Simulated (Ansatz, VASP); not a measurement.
## Ni in VASP and in Ansatz

The input INCAR:

```
SYSTEM = Ni
PREC = Accurate
ENCUT = 520
EDIFF = 1E-6
ISMEAR = -1
SIGMA = 0.05
LREAL = .False.
LASPH = .True.
NELM = 100
ALGO = Normal
ISIF = 2
LWAVE = .False.
LCHARG = .False.
GGA = PE
NBANDS = 11
```

The input KPOINTS:

```
Automatic mesh
0
Gamma
  16 16 16
  0 0 0
```

Contents of POSCAR:

```
Ni
1.0
    2.3292659376      0.0000000000      0.0000000000
    0.0000000000      2.3292659376      0.0000000000
    0.0000000000      0.0000000000      2.3292659376
Ni
1
Direct
    0.0000000000      0.0000000000      0.0000000000
```

Input for Ansatz:

```yaml
crystal:
  lattice:
    - [2.3292659376, 0.0, 0.0]
    - [0.0, 2.3292659376, 0.0]
    - [0.0, 0.0, 2.3292659376]
  atoms:
    - { symbol: Ni, position: [0.0, 0.0, 0.0] }
kpoints:
  mp_grid: { grid: [16, 16, 16] }
scf:
  occupations: { method: fermi_dirac, width: 0.05 }
hamiltonian:
  xc: pbe
  pseudopotentials: { kind: all_electron, lapw: { basis_error: 0.0005 } }
output:
  forces: true
  stress: true
  eigenvalues: true
  dos: { projected: true, de: 0.2, e_range: [-14, 8] }
```

Alike in both runs: task single point; functional PBE; k mesh 16 × 16 × 16; occupations fermi-dirac, width 0.05 eV; no spin polarisation.

|  | VASP | Ansatz |
| --- | --- | --- |
| version | VASP 6.6.1 | Ansatz 0.2.0 |
| potentials or method | VASP PAW PBE potentials, release 64 (Ni), cutoff 520 eV | all-electron LAPW, scalar-relativistic |

```tsv
	VASP	Ansatz	Ansatz less VASP
pressure (GPa)	-1.0	-0.9	+0.07
```

Ansatz ran all-electron here, and VASP with PAW potentials.
